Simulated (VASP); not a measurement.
# CdH6: relaxation of cell and atoms with PBE

Crystal: CdH6.

```
CELL_PARAMETERS angstrom
6.01534 -0.03758 0.02736
-0.03758 6.01342 0.00856
0.02736 0.00856 6.01469
ATOMIC_POSITIONS crystal
Cd 0.00707 0.98981 0.00205
H 0.04897 0.50817 0.49579
H 0.50580 0.06122 0.50274
H 0.92626 0.51359 0.48866
H 0.49052 0.91522 0.49790
H 0.50625 0.50853 0.06931
H 0.51512 0.50346 0.94354
```

| Quantity | Value |
| --- | --- |
| Program | VASP 6.6.1 |
| Task | relaxation of cell and atoms |
| Functional | PBE |
| Potentials or basis | VASP PAW PBE potentials, release 64 (Cd, H) |
| Cutoff | 600 eV |
| k mesh | 2 × 2 × 2 |
| Occupations | gaussian, width 0.1 eV |
| Spin | no spin polarisation |
| Dipole correction | no |
| Further INCAR settings | ALGO = Normal; EDIFF = 1e-06; IBRION = 2; EDIFFG = -0.025; NSW = 80; ISIF = 3 |

```
Relaxed volume                        : 30.82 Å³/atom
Relaxed cell                          : a = 6.018 Å, b = 5.965 Å, c = 6.012 Å, α = 89.88°, β = 89.48°, γ = 90.81°
Space group after relaxing (to 0.1 Å) : P1 (No. 1)
Energy gained by relaxing             : 33.5 meV/atom
Ionic steps                           : 8
Pressure after relaxing               : 0.0 GPa
Largest force after relaxing          : 0.008 eV/Å
Band gap on the k mesh                : 3.76 eV
```

Forces on the atoms (eV/Å):
```
Cd   0.000  0.007 -0.003
H   -0.003 -0.005  0.004
H    0.005 -0.002  0.001
H    0.002  0.001 -0.002
H   -0.003  0.001 -0.001
H   -0.003  0.000 -0.003
H    0.003 -0.002  0.004
```

The path:
| step | energy change (eV) | largest force (eV/Å) | pressure (GPa) | volume (Å³) |
| --- | --- | --- | --- | --- |
| 1 | 0.0000 | 3.0685 | -0.66 | 217.55 |
| 2 | 0.5880 | 11.4866 | 1.66 | 213.51 |
| 3 | -0.1616 | 1.9434 | -0.40 | 216.69 |
| 4 | -0.2158 | 1.0648 | -0.21 | 216.22 |
| 5 | -0.2337 | 0.1844 | 0.02 | 215.73 |
| 6 | -0.2341 | 0.1675 | -0.01 | 215.79 |
| 7 | -0.2316 | 0.3560 | 0.03 | 215.72 |
| 8 | -0.2348 | 0.0080 | 0.00 | 215.77 |

Final structure:
```cif
data_structure
_symmetry_space_group_name_H-M 'P 1'
_symmetry_Int_Tables_number 1
_cell_length_a 6.0178
_cell_length_b 5.9649
_cell_length_c 6.0119
_cell_angle_alpha 89.875
_cell_angle_beta 89.477
_cell_angle_gamma 90.807
_cell_volume 215.77
loop_
_atom_site_label
_atom_site_type_symbol
_atom_site_fract_x
_atom_site_fract_y
_atom_site_fract_z
_atom_site_occupancy
Cd1 Cd 0.00707 0.98985 0.00203 1
H1 H 0.04968 0.50811 0.49586 1
H2 H 0.50474 0.05077 0.50240 1
H3 H 0.92555 0.51363 0.48860 1
H4 H 0.49159 0.92567 0.49824 1
H5 H 0.50628 0.50850 0.06862 1
H6 H 0.51509 0.50348 0.94424 1
```

Levels at points of the mesh, in eV from the valence-band top:
| k point | band 7 | band 8 | band 9 | band 10 | band 11 | band 12 |
| --- | --- | --- | --- | --- | --- | --- |
| (0.00, 0.00, 0.00) | -4.95 | -4.95 | -0.20 | 4.42 | 4.43 | 4.48 |
| (0.50, 0.00, 0.00) | -5.06 | -4.95 | -0.21 | 4.03 | 4.95 | 4.99 |
| (0.00, 0.50, 0.00) | -5.06 | -4.95 | -0.21 | 4.02 | 4.95 | 4.96 |
| (0.50, 0.50, 0.00) | -5.06 | -5.02 | -0.15 | 3.97 | 4.00 | 4.56 |
| (0.00, 0.00, 0.50) | -5.06 | -4.94 | -0.21 | 4.02 | 4.94 | 4.99 |
| (0.50, 0.00, 0.50) | -5.05 | -5.04 | -0.16 | 3.99 | 4.00 | 4.56 |
| (0.00, 0.50, 0.50) | -5.05 | -5.03 | -0.15 | 3.98 | 4.00 | 4.56 |
| (0.50, 0.50, 0.50) | -5.04 | -5.04 | 0.00 | 3.76 | 3.78 | 3.80 |

It took 2.2 min on 1 thread of Intel(R) Xeon(R) Platinum 8259CL CPU @ 2.50GHz (Skylake/Cascade Lake) (shared host), peak memory 0.33 GiB.

Caveat: the k points lie up to 0.53 Å⁻¹ apart in the final cell. A k mesh can miss the band edges.
